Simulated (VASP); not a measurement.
# MgO (P6_3mc) in VASP: single point with LDA

Aim: the single point of MgO with LDA.

Everything below comes from runs of VASP 6.6.1. Logs are shortened: lines on timing, memory, paths and dates and some standing lists are left out, and cuts for length are marked.

## (1) The cell of the first run

Symmetry: P6_3mc, No. 186, hexagonal system. The conventional cell has a = 3.308 Å, b = 3.308 Å, c = 4.983 Å, α = 90.00°, β = 90.00°, γ = 120.00°. Mg (site symmetry 3m) has 4 O at 1.97 to 1.99 Å within 2.6 Å. O (site symmetry 3m) has 4 Mg at 1.97 to 1.99 Å within 2.6 Å.

## (2) Single point, LDA

The input, INCAR:

```
PREC = Accurate
ENCUT = 840
EDIFF = 1E-6
ISMEAR = 0
SIGMA = 0.1
LREAL = F
LASPH = T
NELM = 120
ALGO = Normal
ISIF = 2
LWAVE = F
LCHARG = T
LELF = T
LVHAR = T
NBANDS = 24
GGA_COMPAT = F
```

The input, KPOINTS:

```
Automatic mesh
0
Gamma
  6 6 4
```

The input, POSCAR:

```
MgO
1.0
    3.3077869900      0.0000000000      0.0000000000
   -1.6538934900      2.8646275600      0.0000000000
    0.0000000000      0.0000000000      4.9828816700
Mg O
2 2
Direct
    0.3333333300      0.6666666700      0.0021597400
    0.6666666700      0.3333333300      0.5021597400
    0.3333333300      0.6666666700      0.4024402600
    0.6666666700      0.3333333300      0.9024402600
```

Potentials or basis: VASP PAW LDA potentials, release 64 (Mg_sv, O).

The run is started by

```bash
> cat potpaw_LDA.64/Mg_sv/POTCAR potpaw_LDA.64/O/POTCAR > POTCAR
> mpirun -np 1 vasp_std > vasp.out
```

OUTCAR:

```text
PREC = Accurate
   ENCUT = 840
   EDIFF = 1E-6
   ISMEAR = 0
   LREAL = F
   LASPH = T
   NELM = 120
   ISIF = 2

 ion  position               nearest neighbor table
   1  0.333  0.667  0.002-   4 1.97   4 1.97   4 1.97   3 1.99
   2  0.667  0.333  0.502-   3 1.97   3 1.97   3 1.97   4 1.99
   3  0.333  0.667  0.402-   2 1.97   2 1.97   2 1.97   1 1.99
   4  0.667  0.333  0.902-   1 1.97   1 1.97   1 1.97   2 1.99

  LATTYP: Found a hexagonal cell.
 ALAT       =     3.3077869900
 C/A-ratio  =     1.5064094771

  Lattice vectors:

 A1 = (   3.3077869900,   0.0000000000,   0.0000000000)
 A2 = (  -1.6538934900,   2.8646275600,   0.0000000000)
 A3 = (   0.0000000000,   0.0000000000,   4.9828816700)

Analysis of symmetry for initial positions (statically):
=====================================================================
 Subroutine PRICEL returns:
 Original cell was already a primitive cell.

 Routine SETGRP: Setting up the symmetry group for a
 hexagonal supercell.

 Subroutine GETGRP returns: Found 12 space group operations
 (whereof  6 operations were pure point group operations)
 out of a pool of 24 trial point group operations.

The static configuration has the point symmetry C_3v.
 The point group associated with its full space group is C_6v.

Analysis of symmetry for dynamics (positions and initial velocities):
=====================================================================
 Subroutine PRICEL returns:
 Original cell was already a primitive cell.

 Routine SETGRP: Setting up the symmetry group for a
 hexagonal supercell.

 Subroutine GETGRP returns: Found 12 space group operations
 (whereof  6 operations were pure point group operations)
 out of a pool of 24 trial point group operations.

The dynamic configuration has the point symmetry C_3v.
 The point group associated with its full space group is C_6v.

 Subroutine INISYM returns: Found 12 space group operations
 (whereof  6 operations are pure point group operations),
 and found     1 'primitive' translations

----------------------------------------------------------------------------------------

                                     Primitive cell

  volume of cell :      47.2157

  direct lattice vectors                    reciprocal lattice vectors
     3.307786990  0.000000000  0.000000000     0.302316928  0.174542759  0.000000000
    -1.653893490  2.864627560  0.000000000     0.000000000  0.349085520  0.000000000
     0.000000000  0.000000000  4.982881670     0.000000000  0.000000000  0.200687086

  length of vectors
     3.307786990  3.307786984  4.982881670     0.349085519  0.349085520  0.200687086

  position of ions in fractional coordinates (direct lattice)
     0.333333330  0.666666670  0.002159740
     0.666666670  0.333333330  0.502159740
     0.333333330  0.666666670  0.402440260
     0.666666670  0.333333330  0.902440260

  ion indices of the primitive-cell ions
   primitive index   ion index
                 1           1
                 2           2
                 3           3
                 4           4

----------------------------------------------------------------------------------------

 KPOINTS: Automatic mesh

Automatic generation of k-mesh.
 Grid dimensions read from file:
 generate k-points for:    6    6    4

 Generating k-lattice:

  Cartesian coordinates                     Fractional coordinates (reciprocal lattice)
     0.050386155  0.029090460  0.000000000     0.166666667 -0.000000000  0.000000000
     0.000000000  0.058180920  0.000000000     0.000000000  0.166666667  0.000000000
     0.000000000  0.000000000  0.050171771     0.000000000  0.000000000  0.250000000

  Length of vectors
     0.058180920  0.058180920  0.050171771

  Shift w.r.t. Gamma in fractional coordinates (k-lattice)
     0.000000000  0.000000000  0.000000000

 Subroutine IBZKPT returns following result:
 ===========================================

 Found     21 irreducible k-points:

 Following reciprocal coordinates:
            Coordinates               Weight
  0.000000  0.000000  0.000000      1.000000
  0.166667  0.000000  0.000000      6.000000
  0.333333  0.000000  0.000000      6.000000
  0.500000  0.000000  0.000000      3.000000
  0.166667  0.166667  0.000000      6.000000
  0.333333  0.166667  0.000000     12.000000
[... 13 lines left out ...]
  0.333333  0.166667  0.500000     12.000000
  0.333333  0.333333  0.500000      2.000000
   k-points           NKPTS =     21   k-points in BZ     NKDIM =     21   number of bands    NBANDS=     24
   number of dos      NEDOS =    301   number of ions     NIONS =      4
   total plane-waves  NPLWV =  49152
   dimension x,y,z NGX =    32 NGY =   32 NGZ =   48
   dimension x,y,z NGXF=    64 NGYF=   64 NGZF=   96
   ions per type =               2   2
   NGX,Y,Z   is equivalent  to a cutoff of  16.08, 16.08, 16.01 a.u.
   NGXF,Y,Z  is equivalent  to a cutoff of  32.17, 32.17, 32.03 a.u.
 SYSTEM =  unknown system
   PREC   = accura    normal or accurate (medium, high low for compatibility)
   ISTART =      0    job   : 0-new  1-cont  2-samecut
   ICHARG =      2    charge: 1-file 2-atom 10-const
   ISPIN  =      1    spin polarized calculation?
   LNONCOLLINEAR =      F non collinear calculations
   LSORBIT =      F    spin-orbit coupling
   LASPH  =      T    aspherical Exc in radial PAW
   ENCUT  =  840.0 eV  61.74 Ry    7.86 a.u.   7.82  7.82 11.78*2*pi/ulx,y,z
   NELM   =    120;   NELMIN=  2; NELMDL= -5     # of ELM steps
   EDIFF  = 0.1E-05   stopping-criterion for ELM
   LREAL  =      F    real-space projection
[... 7 lines left out ...]
   TEBEG  =    0.0;   TEEND  =   0.0 temperature during run
   PSTRESS=    0.0 pullay stress
   NELECT =      32.0000    total number of electrons
   NUPDOWN=      -1.0000    fix difference up-down
   EMIN   =  10.00;   EMAX   =-10.00  energy-range for DOS
   EFERMI =   0.00;   METHOD = LEGACY
   ISMEAR =     0;   SIGMA  =   0.10  broadening in eV -4-tet -1-fermi 0-gaus
   EFERMI_NEDOS =   21; number of points for ismear=-14 and -15
   IALGO  =     38    algorithm
   IMIX   =      4    mixing-type and parameters
     AMIX     =   0.40;   BMIX     =  1.00
     AMIX_MAG =   1.60;   BMIX_MAG =  1.00
  volume/ion in A,a.u.               =      11.80        79.66
  Fermi-wavevector in a.u.,A,eV,Ry     =   1.438013  2.717450 28.135224  2.067881
  Thomas-Fermi vector in A             =   2.557027
   LORBIT       =      0    0 simple, 1 ext, 2 COOP (PROOUT), +10 PAW based schemes
   GGA     = CA    functional components
   LHFCALC =     F    Hartree Fock is set to
   AEXX    =    0.0000 exact exchange contribution
   IVDW    =     0    specifies the selected vdW correction
   LEPSILON=     F    determine dielectric tensor
   LRPA    =     F    only Hartree local field effects (RPA)
 non-spin polarized calculation
 Gauss-broadening in eV      SIGMA  =   0.10
  energy-cutoff  :      840.00
  volume of cell :       47.22
 maximum number of plane-waves:      2634
 NGX is ok and might be reduce to    32
   NGX = 15   NGY = 15   NGZ = 23

 number of electron      31.9999996 magnetization

 Free energy of the ion-electron system (eV)
  ---------------------------------------------------
  ext. energy  EPLUGINS =         0.00000000
  ---------------------------------------------------
  free energy    TOTEN  =       -25.88979314 eV

  energy without entropy =      -25.88979314  energy(sigma->0) =      -25.88979314

 E-fermi :   1.0495     XC(G=0): -10.5387

 val. band max:        0.5808865866   @ k =   0.0000   0.0000   0.0000
 cond. band min:       3.9487031976   @ k =   0.0000   0.0000   0.0000
 fundamental gap:      3.3678166110
 Fermi energy:         1.0494623159

 k-point     1 :       0.0000    0.0000    0.0000
  band No.  band energies     occupation
      1     -70.3167      2.00000
      2     -70.3115      2.00000
      3     -37.8583      2.00000
      4     -37.8075      2.00000
      5     -37.8034      2.00000
      6     -37.8034      2.00000
[... 16 lines left out ...]
     23      16.7246      0.00000
     24      16.7246      0.00000

 k-point     2 :       0.1667    0.0000    0.0000
  band No.  band energies     occupation
      1     -70.3159      2.00000
      2     -70.3115      2.00000
      3     -37.8548      2.00000
      4     -37.8100      2.00000
      5     -37.8098      2.00000
      6     -37.8056      2.00000
[... 16 lines left out ...]
     23      15.8402      0.00000
     24      16.1406      0.00000

 k-point     3 :       0.3333    0.0000    0.0000
  band No.  band energies     occupation
      1     -70.3145      2.00000
      2     -70.3114      2.00000
      3     -37.8462      2.00000
      4     -37.8231      2.00000
      5     -37.8183      2.00000
      6     -37.8137      2.00000
[... 16 lines left out ...]
     23      14.7058      0.00000
     24      15.8821      0.00000

 k-point     4 :       0.5000    0.0000    0.0000
  band No.  band energies     occupation
      1     -70.3135      2.00000
      2     -70.3117      2.00000
      3     -37.8404      2.00000
      4     -37.8288      2.00000
      5     -37.8261      2.00000
      6     -37.8188      2.00000
[... 16 lines left out ...]
     23      14.3989      0.00000
     24      16.2421      0.00000

 k-point     5 :       0.1667    0.1667    0.0000
  band No.  band energies     occupation
      1     -70.3147      2.00000
      2     -70.3114      2.00000
      3     -37.8485      2.00000
      4     -37.8175      2.00000
      5     -37.8158      2.00000
      6     -37.8132      2.00000
[... 370 lines left out ...]
 k-point    19 :       0.1667    0.1667    0.5000
  band No.  band energies     occupation
      1     -70.3131      2.00000
      2     -70.3131      2.00000
      3     -37.8387      2.00000
      4     -37.8387      2.00000
      5     -37.8083      2.00000
      6     -37.8083      2.00000
[... 16 lines left out ...]
     23      15.4877      0.00000
     24      15.4877      0.00000

 k-point    20 :       0.3333    0.1667    0.5000
  band No.  band energies     occupation
      1     -70.3125      2.00000
      2     -70.3125      2.00000
      3     -37.8436      2.00000
      4     -37.8436      2.00000
      5     -37.8121      2.00000
      6     -37.8121      2.00000
[... 16 lines left out ...]
     23      15.7935      0.00000
     24      15.7935      0.00000

 k-point    21 :       0.3333    0.3333    0.5000
  band No.  band energies     occupation
      1     -70.3122      2.00000
      2     -70.3122      2.00000
      3     -37.8438      2.00000
      4     -37.8438      2.00000
      5     -37.8143      2.00000
      6     -37.8143      2.00000
[... 16 lines left out ...]
     23      16.2909      0.00000
     24      16.2909      0.00000

------------------------ aborting loop because EDIFF is reached ----------------------------------------

  FORCE on cell =-STRESS in cart. coord.  units (eV):
  Direction    XX          YY          ZZ          XY          YZ          ZX
  --------------------------------------------------------------------------------------
  -------------------------------------------------------------------------------------
  Total       -1.1691069     -1.1691069     -1.0681130     -0.0000000      0.0000000      0.0000000
  in kB      -39.6714924    -39.6714923    -36.2444506     -0.0000001      0.0000000      0.0000000
  external PRESSURE =     -38.5291451 kB  Pullay stress =       0.0000000 kB

 VOLUME and BASIS-vectors are now :
 -----------------------------------------------------------------------------
  energy-cutoff  :      840.00
  volume of cell :       47.22
      direct lattice vectors                 reciprocal lattice vectors
     3.307786990  0.000000000  0.000000000     0.302316928  0.174542759  0.000000000
    -1.653893490  2.864627560  0.000000000     0.000000000  0.349085520  0.000000000
     0.000000000  0.000000000  4.982881670     0.000000000  0.000000000  0.200687086

 POSITION                                       TOTAL-FORCE (eV/Angst)
 -----------------------------------------------------------------------------------
     -0.00000      1.90975      0.01076         0.000000     -0.000000      0.032703
      1.65389      0.95488      2.50220        -0.000000      0.000000      0.032703
     -0.00000      1.90975      2.00531        -0.000000      0.000000     -0.032703
      1.65389      0.95488      4.49675         0.000000     -0.000000     -0.032703
 -----------------------------------------------------------------------------------
    total drift:                               -0.000047      0.000027     -0.000705

  FREE ENERGIE OF THE ION-ELECTRON SYSTEM (eV)
  ---------------------------------------------------
  free  energy   TOTEN  =       -25.8897931420 eV

  energy  without entropy=      -25.8897931420  energy(sigma->0) =      -25.88979314
```

Wall time 34 s (1 thread of Intel Xeon Platinum 8259CL at 2.50GHz (Skylake/Cascade Lake), shared host); peak memory 0.19 GiB.

Results:

```
Free energy            : -25.8898 eV
Pressure               : -3.9 GPa
Largest force          : 0.033 eV/Å
Band gap on the k mesh : 3.37 eV
```

Forces in eV/Å, atoms in the order of the input:
```
Mg   0.000  0.000  0.033
Mg   0.000  0.000  0.033
O    0.000  0.000 -0.033
O    0.000  0.000 -0.033
```

Stress tensor (GPa, compression positive):
```
-3.97  0.00  0.00
 0.00 -3.97  0.00
 0.00  0.00 -3.62
```

Levels at points of the mesh, in eV from the valence-band top:
```csv
k point,band 13,band 14,band 15,band 16,band 17,band 18,band 19,band 20
"(0.00, 0.00, 0.00)",-0.79,-0.45,-0.45,0.00,3.37,8.33,10.17,13.82
"(0.50, 0.00, 0.00)",-1.79,-1.33,-0.85,-0.52,7.59,7.90,9.05,10.54
"(0.00, 0.00, 0.50)",-0.63,-0.63,-0.63,-0.63,5.87,5.87,12.98,12.98
"(0.50, 0.00, 0.50)",-0.95,-0.95,-0.73,-0.73,7.19,7.19,10.61,10.61
```

Caveat: the cell stands under tension.
